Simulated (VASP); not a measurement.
The system is FeNi3.

```xyz
4
Lattice="3.5450 0.0000 0.0000 0.0000 3.5450 0.0000 0.0000 0.0000 3.5450" Properties=species:S:1:pos:R:3 pbc="T T T"
Fe    0.0000    0.0000    0.0000
Ni    0.0000    1.7725    1.7725
Ni    1.7725    0.0000    1.7725
Ni    1.7725    1.7725    0.0000
```

* Program: VASP 6.6.1
* Task: relaxation of cell and atoms
* Functional: RPBE
* Potentials or basis: VASP PAW PBE potentials, release 64 (Fe, Ni)
* Cutoff: 600 eV
* k mesh: 6 × 6 × 6
* Occupations: fermi-dirac, width 0.1 eV
* Spin: collinear spin, ferromagnetic start
* Starting moments: [3.5, 1.5, 1.5, 1.5] μB

At the start: pressure 5.7 GPa; volume 11.14 Å³/atom.

Task: How do energy, volume and symmetry change on relaxing?

Result: Over 4 steps the energy falls by 5.9 meV/atom and the volume is 11.49 Å³/atom (+3.2 %); space group Pm-3m (No. 221, to 0.1 Å) before and after; moment 4.93 μB per cell.

Step by step:
```
step  energy change (eV)  largest force (eV/Å)  pressure (GPa)  volume (Å³)
   1              0.0000                0.0000            5.69        44.55
   2             -0.0063                0.0000           -4.22        47.15
   3             -0.0234                0.0000            0.15        45.91
   4             -0.0234                0.0000           -0.08        45.95
```

Final structure:
```
Fe Ni
1.0
     3.58186    0.00000    0.00000
     0.00000    3.58186    0.00000
     0.00000    0.00000    3.58186
Fe Ni
1 3
Cartesian
  0.0000 0.0000 0.0000
  0.0000 1.7909 1.7909
  1.7909 0.0000 1.7909
  1.7909 1.7909 0.0000
```

Caveat: the PAW data sets were made with another functional, which shifts forces and pressure a little.
